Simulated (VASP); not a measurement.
A run of VASP 6.6.1 is set up as follows.

Contents of INCAR:

```
SYSTEM = Si
PREC     = Accurate       ! precision mode
ENCUT    = 520            ! plane-wave cutoff, eV
EDIFF    = 1E-6           ! SCF threshold, eV
ISMEAR   = 0              ! smearing method
SIGMA    = 0.05           ! smearing width, eV
LREAL    = .FALSE.        ! projectors in reciprocal space
LASPH    = .TRUE.         ! aspherical terms in the spheres
NELM     = 60             ! most SCF steps
ALGO     = Normal         ! electronic algorithm
ISIF     = 2              ! what is computed and relaxed
LWAVE    = .FALSE.        ! write WAVECAR
LCHARG   = .FALSE.        ! write CHGCAR
GGA      = PE             ! functional
NBANDS   = 16             ! bands
```

File KPOINTS:

```
regular mesh
0
G
  12 12 12
  0 0 0
```

The input POSCAR:

```
Si
1.0
   -3.2104926853      3.2104926853      1.9285429561
    3.2104926853     -3.2104926853      1.9285429561
    3.2104926853      3.2104926853     -1.9285429561
Si
4
Direct
    0.1786105079      0.1786105079      0.3572210158
    0.8213894921      0.8213894921      0.6427789842
    0.1786105079      0.8213894921      0.0000000000
    0.8213894921      0.1786105079      0.0000000000
```

Potentials or basis: VASP PAW PBE potentials, release 64 (Si).

The run is started by

```bash
$ cat potpaw_PBE.64/Si/POTCAR > POTCAR
$ mpirun -np 1 vasp_std > vasp.out
```

Estimate the band gap on the k mesh.

zero (bands 8 and 9 overlap by 0.05 eV).

What does it give for the pressure?

8.1 GPa.

Estimate the largest force.

0.738 eV/Å.

Stress tensor (GPa, compression positive):
```
10.75  0.00  0.00
 0.00 10.75  0.00
 0.00  0.00  2.77
```

Caveat: the stress differs along the axes, from 3 to 11 GPa; semilocal functionals underestimate gaps, and a narrow one can read as zero.
